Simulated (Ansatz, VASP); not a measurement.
**LiF in VASP and in Ansatz**

Contents of POSCAR:

```
LiF
1.0
    0.0000000000      1.9645515165      1.9645515165
    1.9645515165      0.0000000000      1.9645515165
    1.9645515165      1.9645515165      0.0000000000
Li F
1 1
Direct
    0.0000000000      0.0000000000      0.0000000000
    0.5000000000      0.5000000000      0.5000000000
```

The input INCAR.step1:

```
SYSTEM = LiF
ALGO     = Normal         ! electronic algorithm
EDIFF    = 1E-5           ! SCF threshold, eV
ENCUT    = 520            ! plane-wave cutoff, eV
GGA      = PE             ! functional
ISIF     = 2              ! what is computed and relaxed
ISMEAR   = 0              ! smearing method
LASPH    = .TRUE.         ! aspherical terms in the spheres
LCHARG   = .FALSE.        ! write CHGCAR
LREAL    = .FALSE.        ! projectors in reciprocal space
LWAVE    = .TRUE.         ! write WAVECAR
NBANDS   = 12             ! bands
NELM     = 100            ! most SCF steps
PREC     = Accurate       ! precision mode
SIGMA    = 0.02           ! smearing width, eV
```

Contents of INCAR.step2:

```
SYSTEM = LiF
ALGO     = Normal         ! electronic algorithm
EDIFF    = 1E-6           ! SCF threshold, eV
ENCUT    = 520            ! plane-wave cutoff, eV
GGA      = PE             ! functional
HFSCREEN = 0.2079         ! screening, 1/A
ISIF     = 2              ! what is computed and relaxed
ISMEAR   = 0              ! smearing method
ISTART   = 1            
LASPH    = .TRUE.         ! aspherical terms in the spheres
LCHARG   = .FALSE.        ! write CHGCAR
LHFCALC  = .TRUE.         ! exact exchange
LREAL    = .FALSE.        ! projectors in reciprocal space
LWAVE    = .FALSE.        ! write WAVECAR
NBANDS   = 12             ! bands
NELM     = 100            ! most SCF steps
PREC     = Accurate       ! precision mode
PRECFOCK = Normal       
SIGMA    = 0.02           ! smearing width, eV
```

File KPOINTS:

```
k-points
0
G
  6 6 6
  0 0 0
```

Input for Ansatz:

```yaml
crystal:
  lattice:
    - [0.0, 1.9645515165, 1.9645515165]
    - [1.9645515165, 0.0, 1.9645515165]
    - [1.9645515165, 1.9645515165, 0.0]
  atoms:
    - { symbol: Li, position: [0.0, 0.0, 0.0] }
    - { symbol: F, position: [0.5, 0.5, 0.5] }
basis:
  ecutwfc: 420
kpoints:
  mp_grid: { grid: [6, 6, 6] }
hamiltonian:
  xc: hse06
scf:
  occupations: { method: gaussian, width: 0.02 }
output:
  forces: true
  stress: true
  eigenvalues: true
```

Alike in both runs: task single point; functional HSE06; k mesh 6 × 6 × 6; occupations gaussian, width 0.02 eV; no spin polarisation.

|  | VASP | Ansatz |
| --- | --- | --- |
| version | VASP 6.6.1 | Ansatz 0.2.0 |
| potentials or method | VASP PAW PBE potentials, release 64 (Li_sv, F), cutoff 520 eV | scalar-relativistic, plane waves, PAW |
| valence electrons in the cell | 10 | 10 |

VASP gave:

```
gap on the k mesh at the Fermi level (eV) : 12.13
least direct gap on the mesh (eV)         : 12.13
```

**Question.** Estimate Ansatz's values.

**Answer.** gap on the k mesh at the Fermi level (eV): 12.14; least direct gap on the mesh (eV): 12.14.

Ansatz's warnings: stress exchange threshold loose, stress scf threshold loose.

The k mesh is coarse, so the values compare programs but aren't converged. Noted on VASP's run: the cutoff is short for stress, so the pressure is rough.
